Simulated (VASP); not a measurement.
# CaF2 (Fluorite) in VASP: further runs, part 2 of 2

VASP 6.6.1.

## (5) Single point, r2SCAN

This run uses another cell than the first one, of 13.53 Å³/atom, 0.997 times its volume.

File POSCAR:

```
CaF2
1.0
    0.0000000000      2.7310000000      2.7218966667
    2.7310000000      0.0000000000      2.7218966667
    2.7310000000      2.7310000000      0.0000000000
Ca F
1 2
Direct
    0.0000000000      0.0000000000      0.0000000000
    0.2500000000      0.2500000000      0.2500000000
    0.7500000000      0.7500000000      0.7500000000
```

File INCAR.step1:

```
SYSTEM = CaF2
PREC     = Accurate       ! precision mode
ENCUT    = 660            ! plane-wave cutoff, eV
ISMEAR   = 0              ! smearing method
SIGMA    = 0.05           ! smearing width, eV
LREAL    = .FALSE.        ! projectors in reciprocal space
LASPH    = .TRUE.         ! aspherical terms in the spheres
NELM     = 120            ! most SCF steps
NBANDS   = 19             ! bands
GGA      = PE             ! functional
ALGO     = Normal         ! electronic algorithm
EDIFF    = 1E-5           ! SCF threshold, eV
LWAVE    = .TRUE.         ! write WAVECAR
LCHARG   = .FALSE.        ! write CHGCAR
GGA_COMPAT= .FALSE.
```

File INCAR.step2:

```
SYSTEM = CaF2
PREC     = Accurate       ! precision mode
ENCUT    = 660            ! plane-wave cutoff, eV
EDIFF    = 1E-6           ! SCF threshold, eV
ISMEAR   = 0              ! smearing method
SIGMA    = 0.05           ! smearing width, eV
LREAL    = .FALSE.        ! projectors in reciprocal space
LASPH    = .TRUE.         ! aspherical terms in the spheres
NELM     = 120            ! most SCF steps
ALGO     = Normal         ! electronic algorithm
ISIF     = 2              ! what is computed and relaxed
LWAVE    = .FALSE.        ! write WAVECAR
LCHARG   = .FALSE.        ! write CHGCAR
METAGGA  = R2SCAN         ! meta-GGA
LMIXTAU  = .TRUE.       
NBANDS   = 19             ! bands
ISTART   = 1            
GGA_COMPAT= .FALSE.
```

File KPOINTS:

```
regular mesh
0
G
  6 6 6
  0 0 0
```

The run is started by

```bash
$ cat potpaw_PBE.64/Ca_sv/POTCAR potpaw_PBE.64/F/POTCAR > POTCAR
$ cp INCAR.step1 INCAR
$ mpirun -np 1 vasp_std > vasp.out
$ cp INCAR.step2 INCAR
$ mpirun -np 1 vasp_std > vasp.out
```

Wall time 53 s (1 thread of Intel Xeon Platinum 8559C (Emerald Rapids), shared host); peak memory 0.2 GiB.

The run converged. Its results:

```
Free energy            : -25.9598 eV
Pressure               : -0.4 GPa
Band gap on the k mesh : 7.96 eV, indirect (least direct gap 8.21 eV)
```

Stress tensor (GPa, compression positive):
```
-0.56  0.00  0.00
 0.00 -0.56  0.00
 0.00  0.00 -0.16
```

Levels at points of the mesh, in eV from the valence-band top:
| k point | band 8 | band 9 | band 10 | band 11 | band 12 | band 13 | band 14 | band 15 | band 16 | band 17 |
| --- | --- | --- | --- | --- | --- | --- | --- | --- | --- | --- |
| (0.00, 0.00, 0.00) | -2.12 | -2.12 | -0.28 | -0.28 | -0.26 | 7.96 | 10.00 | 10.02 | 12.17 | 12.17 |
| (0.50, 0.00, 0.00) | -1.52 | -1.28 | -1.26 | -0.85 | -0.85 | 10.20 | 10.20 | 10.68 | 11.23 | 11.90 |
| (0.50, 0.50, 0.00) | -1.67 | -1.67 | -0.38 | -0.38 | 0.00 | 8.75 | 10.46 | 10.94 | 11.81 | 11.81 |
| (0.50, 0.00, 0.50) | -1.67 | -1.66 | -0.38 | -0.35 | -0.02 | 8.75 | 10.44 | 10.94 | 11.80 | 11.81 |

Caveat: the PAW data sets were made with another functional, which shifts forces and pressure a little. r2SCAN opens gaps a little over a GGA but as a rule still falls short of measured ones.

## (6) Single point, r2SCAN

This run uses another cell than the first one, of 13.62 Å³/atom, 1.003 times its volume.

File POSCAR:

```
CaF2
1.0
    0.0000000000      2.7310000000      2.7401033333
    2.7310000000      0.0000000000      2.7401033333
    2.7310000000      2.7310000000      0.0000000000
Ca F
1 2
Direct
    0.0000000000      0.0000000000      0.0000000000
    0.2500000000      0.2500000000      0.2500000000
    0.7500000000      0.7500000000      0.7500000000
```

File INCAR.step1:

```
  PREC = Accurate
  ENCUT = 660
  ISMEAR = 0
  SIGMA = 0.05
  LREAL = False
  LASPH = True
  NELM = 120
  NBANDS = 19
  GGA = PE
  ALGO = Normal
  EDIFF = 1E-5
  LWAVE = True
  LCHARG = False
  GGA_COMPAT = False
```

File INCAR.step2:

```
  PREC = Accurate
  ENCUT = 660
  EDIFF = 1E-6
  ISMEAR = 0
  SIGMA = 0.05
  LREAL = False
  LASPH = True
  NELM = 120
  ALGO = Normal
  ISIF = 2
  LWAVE = False
  LCHARG = False
  METAGGA = R2SCAN
  LMIXTAU = True
  NBANDS = 19
  ISTART = 1
  GGA_COMPAT = False
```

File KPOINTS:

```
regular mesh
0
Gamma
  6 6 6
```

Potentials or basis: VASP PAW PBE potentials, release 64 (Ca_sv, F).

The run is started by

```bash
$ cat potpaw_PBE.64/Ca_sv/POTCAR potpaw_PBE.64/F/POTCAR > POTCAR
$ cp INCAR.step1 INCAR
$ mpirun -np 1 vasp_std > vasp.out
$ cp INCAR.step2 INCAR
$ mpirun -np 1 vasp_std > vasp.out
```

OUTCAR:

```text
PREC = Accurate
   ENCUT = 660
   EDIFF = 1E-6
   ISMEAR = 0
   LREAL = False
   LASPH = True
   NELM = 120
   ISIF = 2
   METAGGA = R2SCAN
   ISTART = 1

 ion  position               nearest neighbor table
   1  0.000  0.000  0.000-   3 2.37   3 2.37   3 2.37   2 2.37   3 2.37   2 2.37   2 2.37   2 2.37

   2  0.250  0.250  0.250-   1 2.37   1 2.37   1 2.37   1 2.37
   3  0.750  0.750  0.750-   1 2.37   1 2.37   1 2.37   1 2.37

  LATTYP: Found a body centered tetragonal cell.
 ALAT       =     3.8622172388
 C/A-ratio  =     1.4189276076

  Lattice vectors:

 A1 = (  -2.7310000000,   0.0000000000,   2.7401033333)
 A2 = (   2.7310000000,   0.0000000000,   2.7401033333)
 A3 = (   0.0000000000,   2.7310000000,  -2.7401033333)

Analysis of symmetry for initial positions (statically):
=====================================================================
 Subroutine PRICEL returns:
 Original cell was already a primitive cell.

 Routine SETGRP: Setting up the symmetry group for a
 body centered tetragonal supercell.

 Subroutine GETGRP returns: Found 16 space group operations
 (whereof 16 operations were pure point group operations)
 out of a pool of 16 trial point group operations.

The static configuration has the point symmetry D_4h.

Analysis of symmetry for dynamics (positions and initial velocities):
=====================================================================
 Subroutine PRICEL returns:
 Original cell was already a primitive cell.

 Routine SETGRP: Setting up the symmetry group for a
 body centered tetragonal supercell.

 Subroutine GETGRP returns: Found 16 space group operations
 (whereof 16 operations were pure point group operations)
 out of a pool of 16 trial point group operations.

The dynamic configuration has the point symmetry D_4h.

 Subroutine INISYM returns: Found 16 space group operations
 (whereof 16 operations are pure point group operations),
 and found     1 'primitive' translations

----------------------------------------------------------------------------------------

                                     Primitive cell

  volume of cell :      40.8734

  direct lattice vectors                    reciprocal lattice vectors
     0.000000000  2.731000000  2.740103333    -0.183083120  0.183083120  0.182474870
     2.731000000  0.000000000  2.740103333     0.183083120 -0.183083120  0.182474870
     2.731000000  2.731000000  0.000000000     0.183083120  0.183083120 -0.182474870

  length of vectors
     3.868659623  3.868659623  3.862217239     0.316758482  0.316758482  0.316758482

  position of ions in fractional coordinates (direct lattice)
     0.000000000  0.000000000  0.000000000
     0.250000000  0.250000000  0.250000000
     0.750000000  0.750000000  0.750000000

  ion indices of the primitive-cell ions
   primitive index   ion index
                 1           1
                 2           2
                 3           3

----------------------------------------------------------------------------------------

 KPOINTS: regular mesh

Automatic generation of k-mesh.
 Grid dimensions read from file:
 generate k-points for:    6    6    6

 Generating k-lattice:

  Cartesian coordinates                     Fractional coordinates (reciprocal lattice)
    -0.030513853  0.030513853  0.030412478     0.166666667  0.000000000  0.000000000
     0.030513853 -0.030513853  0.030412478     0.000000000  0.166666667  0.000000000
     0.030513853  0.030513853 -0.030412478     0.000000000  0.000000000  0.166666667

  Length of vectors
     0.052793080  0.052793080  0.052793080

  Shift w.r.t. Gamma in fractional coordinates (k-lattice)
     0.000000000  0.000000000  0.000000000

 Subroutine IBZKPT returns following result:
 ===========================================

 Found     30 irreducible k-points:

 Following reciprocal coordinates:
            Coordinates               Weight
  0.000000  0.000000  0.000000      1.000000
  0.166667  0.000000  0.000000      8.000000
  0.333333  0.000000  0.000000      8.000000
  0.500000 -0.000000  0.000000      4.000000
  0.166667  0.166667  0.000000      2.000000
  0.333333  0.166667  0.000000      8.000000
[... 16 lines left out ...]
  0.333333  0.000000  0.333333      4.000000
  0.500000 -0.000000  0.333333     16.000000
 [... further k-points ...]
   k-points           NKPTS =     30   k-points in BZ     NKDIM =     30   number of bands    NBANDS=     19
   number of dos      NEDOS =    301   number of ions     NIONS =      3
   total plane-waves  NPLWV =  32768
   dimension x,y,z NGX =    32 NGY =   32 NGZ =   32
   dimension x,y,z NGXF=    64 NGYF=   64 NGZF=   64
   ions per type =               1   2
   NGX,Y,Z   is equivalent  to a cutoff of  13.75, 13.75, 13.77 a.u.
   NGXF,Y,Z  is equivalent  to a cutoff of  27.50, 27.50, 27.55 a.u.
 SYSTEM =  unknown system
   PREC   = accura    normal or accurate (medium, high low for compatibility)
   ISTART =      1    job   : 0-new  1-cont  2-samecut
   ICHARG =      0    charge: 1-file 2-atom 10-const
   ISPIN  =      1    spin polarized calculation?
   LNONCOLLINEAR =      F non collinear calculations
   LSORBIT =      F    spin-orbit coupling
   LASPH  =      T    aspherical Exc in radial PAW
   ENCUT  =  660.0 eV  48.51 Ry    6.96 a.u.   8.10  8.10  8.09*2*pi/ulx,y,z
   NELM   =    120;   NELMIN=  2; NELMDL=  0     # of ELM steps
   EDIFF  = 0.1E-05   stopping-criterion for ELM
   LREAL  =      F    real-space projection
   EDIFFG = 0.1E-04   stopping-criterion for IOM
   NSW    =      0    number of steps for IOM
   IBRION =     -1    ionic relax: 0-MD 1-quasi-New 2-CG
   NFREE  =      0    steps in history (QN), initial steepest desc. (CG)
   ISIF   =      2    stress and relaxation
   ISYM   =      2    0-nonsym 1-usesym 2-fastsym
   POTIM  = 0.5000    time-step for ionic-motion
   TEBEG  =    0.0;   TEEND  =   0.0 temperature during run
   PSTRESS=    0.0 pullay stress
   NELECT =      24.0000    total number of electrons
   NUPDOWN=      -1.0000    fix difference up-down
   EMIN   =  10.00;   EMAX   =-10.00  energy-range for DOS
   EFERMI =   0.00;   METHOD = LEGACY
   ISMEAR =     0;   SIGMA  =   0.05  broadening in eV -4-tet -1-fermi 0-gaus
   EFERMI_NEDOS =   21; number of points for ismear=-14 and -15
   IALGO  =     38    algorithm
   IMIX   =      4    mixing-type and parameters
     AMIX     =   0.40;   BMIX     =  1.00
     AMIX_MAG =   1.60;   BMIX_MAG =  1.00
  volume/ion in A,a.u.               =      13.62        91.94
  Fermi-wavevector in a.u.,A,eV,Ry     =   1.370877  2.590582 25.569477  1.879304
  Thomas-Fermi vector in A             =   2.496624
   LORBIT       =      0    0 simple, 1 ext, 2 COOP (PROOUT), +10 PAW based schemes
   METAGGA = R2SCAN    functional components
   LHFCALC =     F    Hartree Fock is set to
   AEXX    =    0.0000 exact exchange contribution
   IVDW    =     0    specifies the selected vdW correction
   LEPSILON=     F    determine dielectric tensor
   LRPA    =     F    only Hartree local field effects (RPA)
 non-spin polarized calculation
 Gauss-broadening in eV      SIGMA  =   0.05
  energy-cutoff  :      660.00
  volume of cell :       40.87
 maximum number of plane-waves:      1588
   NGX = 17   NGY = 17   NGZ = 17

 number of electron      23.9999990 magnetization

 Free energy of the ion-electron system (eV)
  ---------------------------------------------------
  ext. energy  EPLUGINS =         0.00000000
  ---------------------------------------------------
  free energy    TOTEN  =       -25.95942496 eV

  energy without entropy =      -25.95942496  energy(sigma->0) =      -25.95942496

 E-fermi :  -1.1811     XC(G=0): -10.2259

 val. band max:       -1.5578665747   @ k =   0.5000   0.0000   0.5000
 cond. band min:       6.3676112224   @ k =   0.0000   0.0000   0.0000
 fundamental gap:      7.9254777971
 Fermi energy:        -1.1810552909

 k-point     1 :       0.0000    0.0000    0.0000
  band No.  band energies     occupation
      1     -38.8258      2.00000
      2     -22.6190      2.00000
      3     -21.8746      2.00000
      4     -18.8891      2.00000
      5     -18.8891      2.00000
      6     -18.8878      2.00000
[... 11 lines left out ...]
     18      10.5747      0.00000
     19      16.2271      0.00000
[... 489 lines left out ...]
      3     -22.2509      2.00000
      4     -18.9758      2.00000
      5     -18.8977      2.00000
      6     -18.4234      2.00000
[... 11 lines left out ...]
     18      11.9638      0.00000
     19      14.6303      0.00000

 [... further k-points ...]

------------------------ aborting loop because EDIFF is reached ----------------------------------------

  FORCE on cell =-STRESS in cart. coord.  units (eV):
  Direction    XX          YY          ZZ          XY          YZ          ZX
  --------------------------------------------------------------------------------------
  -------------------------------------------------------------------------------------
  Total       -0.2236915     -0.2236915     -0.3250417      0.0000000      0.0000000      0.0000000
  in kB       -8.7683871     -8.7683871    -12.7411701      0.0000000      0.0000000      0.0000000
  external PRESSURE =     -10.0926481 kB  Pullay stress =       0.0000000 kB

 VOLUME and BASIS-vectors are now :
 -----------------------------------------------------------------------------
  energy-cutoff  :      660.00
  volume of cell :       40.87
      direct lattice vectors                 reciprocal lattice vectors
     0.000000000  2.731000000  2.740103333    -0.183083120  0.183083120  0.182474870
     2.731000000  0.000000000  2.740103333     0.183083120 -0.183083120  0.182474870
     2.731000000  2.731000000  0.000000000     0.183083120  0.183083120 -0.182474870

 POSITION                                       TOTAL-FORCE (eV/Angst)
 -----------------------------------------------------------------------------------
      0.00000      0.00000      0.00000         0.000000     -0.000000      0.000000
      1.36550      1.36550      1.37005        -0.000000      0.000000      0.000000
      4.09650      4.09650      4.11015        -0.000000      0.000000     -0.000000
 -----------------------------------------------------------------------------------
    total drift:                                0.000000     -0.000000      0.000000

  FREE ENERGIE OF THE ION-ELECTRON SYSTEM (eV)
  ---------------------------------------------------
  free  energy   TOTEN  =       -25.9594249632 eV

  energy  without entropy=      -25.9594249632  energy(sigma->0) =      -25.95942496
```

It took 53 s on 1 thread of Intel Xeon Platinum 8559C (Emerald Rapids), shared host; peak memory 0.2 GiB.

What came out:

* Free energy: -25.9594 eV
* Pressure: -1.0 GPa
* Band gap on the k mesh: 7.93 eV, indirect (least direct gap 8.18 eV)

Caveat: the PAW data sets were made with another functional, which shifts forces and pressure a little.

## (7) Overview

| cell | gap on the mesh (eV) | pressure (GPa) |
| --- | --- | --- |
| a = 3.862 Å, angles 60.0°, 3 atoms | 7.95 | -0.7 |
| a = 3.843, b = 3.843, c = 3.862 Å, angles 59.8, 59.8, 60.3°, 3 atoms | 7.97 | 0.2 |
| a = 3.849, b = 3.849, c = 3.862 Å, angles 59.9, 59.9, 60.2°, 3 atoms | 7.96 | -0.1 |
| a = 3.856, b = 3.856, c = 3.862 Å, angles 59.9, 59.9, 60.1°, 3 atoms | 7.96 | -0.4 |
| a = 3.869, b = 3.869, c = 3.862 Å, angles 60.1, 60.1, 59.9°, 3 atoms | 7.93 | -1.0 |

Alike in all rows: task single point; level r2SCAN; potentials or basis VASP PAW PBE potentials, release 64 (Ca_sv, F); no spin polarisation; k mesh 6 × 6 × 6; cutoff (eV) 660; smearing gaussian 0.05 eV.

Caveats: the PAW data sets were made with another functional, which shifts forces and pressure a little.

Absolute energies hang on the potentials; compare differences alone.
